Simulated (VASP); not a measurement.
Input of a VASP 6.6.1 run:

INCAR

```
SYSTEM = Ca
PREC = Accurate
ENCUT = 500
EDIFF = 1E-7
ISMEAR = 0
SIGMA = 0.1
LREAL = .FALSE.
LASPH = .TRUE.
NELM = 120
ALGO = Normal
ISIF = 3
LWAVE = .FALSE.
LCHARG = .FALSE.
GGA = CA
IBRION = 2
NSW = 80
EDIFFG = -0.01
GGA_COMPAT = .FALSE.
NELMIN = 4
```

File KPOINTS:

```
regular mesh
0
G
  7 7 7
  0 0 0
```

POSCAR

```
Ca
1.0
    2.2200000000      2.2200000000      2.2200000000
   -2.2200000000      2.2200000000      2.2200000000
   -2.2200000000     -2.2200000000      2.2200000000
Ca
1
Direct
    0.0000000000      0.0000000000      0.0000000000
```

Potentials or basis: VASP PAW LDA potentials, release 64 (Ca_sv).

Command:

```bash
$ cat potpaw_LDA.64/Ca_sv/POTCAR > POTCAR
$ mpirun -np 1 vasp_std > vasp.out
```

**Question.** What does it give for the space group after relaxing (to 0.05 Å)?

**Answer.** Im-3m (No. 229).

**Question.** Estimate the relaxed cell.

**Answer.** a = 3.650 Å, b = 3.650 Å, c = 3.650 Å, α = 70.53°, β = 109.47°, γ = 70.53°.

**Question.** What does it give for the relaxed volume?

**Answer.** 37.43 Å³/atom.

**Question.** What does it give for the band gap on the k mesh?

**Answer.** Zero (band 5 reaches 2.59 eV, above the bottom of band 6 at 2.32 eV).

Final structure:
```
Ca
1.0
     2.10731    2.10731    2.10731
    -2.10731    2.10731    2.10731
    -2.10731   -2.10731    2.10731
Ca
1
Direct
  0.00000 0.00000 0.00000
```
